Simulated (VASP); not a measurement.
Wanted: the native input for a VASP 6.6.1 run.

```yaml
Task: relaxation of the atoms
Functional: PBE
Potentials_or_basis: VASP PAW PBE potentials, release 64 (Cu, Na_pv)
Cutoff: 520 eV
k_mesh: 5 × 5 × 1
Occupations: gaussian, width 0.1 eV
Spin: no spin polarisation
Dipole_correction: yes
Atoms_held_fixed_from_0: "[0, 1, 2, 3, 4, 5, 6, 7, 8, 9, 10, 11]"
Further_INCAR_settings: ALGO = Normal; EDIFF = 1e-07; NELMDL = -8; IBRION = 2; EDIFFG = -0.025; NSW = 36
Atoms_held_along_some_axes_from_0: atom 12 along a and b
```

The structure of NaCu12 lies in POSCAR:

```
NaCu12
1.0
    5.1319544654      0.0000000000      0.0000000000
    0.0000000000      5.1319544654      0.0000000000
    0.0000000000      0.0000000000     19.0279314150
Cu Na
12 1
Selective dynamics
Direct
    0.2500000000      0.2500000000      0.2102172807  F F F
    0.2500000000      0.7500000000      0.2102172807  F F F
    0.7500000000      0.2500000000      0.2102172807  F F F
    0.7500000000      0.7500000000      0.2102172807  F F F
    0.0000000000      0.0000000000      0.3029241254  F F F
    0.0000000000      0.5000000000      0.3029241254  F F F
    0.5000000000      0.0000000000      0.3029241254  F F F
    0.5000000000      0.5000000000      0.3029241254  F F F
    0.2500000000      0.2500000000      0.3956253179  F F F
    0.2500000000      0.7500000000      0.3956253179  F F F
    0.7500000000      0.2500000000      0.3956253179  F F F
    0.7500000000      0.7500000000      0.3956253179  F F F
    0.3333333333      0.5000000000      0.5214110522  F F T
```

These files were run (other wordings do the same):

INCAR

```
PREC = Accurate
ENCUT = 520
EDIFF = 1E-7
ISMEAR = 0
SIGMA = 0.1
LREAL = False
LASPH = True
NELM = 120
ALGO = Normal
ISIF = 2
LWAVE = False
LCHARG = False
LDIPOL = True
IDIPOL = 3
DIPOL = 0.5 0.5 0.320
GGA = PE
IBRION = 2
NSW = 36
EDIFFG = -0.025
GGA_COMPAT = False
NELMIN = 4
NELMDL = -8
KPAR = 4
```

KPOINTS

```
Automatic mesh
0
Gamma
  5 5 1
```

Potentials or basis: VASP PAW PBE potentials, release 64 (Cu, Na_pv).

Launch:

```console
$ cat potpaw_PBE.64/Cu/POTCAR potpaw_PBE.64/Na_pv/POTCAR > POTCAR
$ mpirun -np 4 vasp_std > vasp.out
```

Results of the run:

- Band gap on the k mesh: zero (an odd number of electrons rules out a gap without spin polarisation)

Caveat: the relaxation stopped at its first step, so nothing moved.

Run time: 7.1 min on 4 MPI ranks on Intel(R) Xeon(R) Platinum 8488C (Sapphire Rapids), with other jobs on the host, peak memory 0.67 GiB a rank.
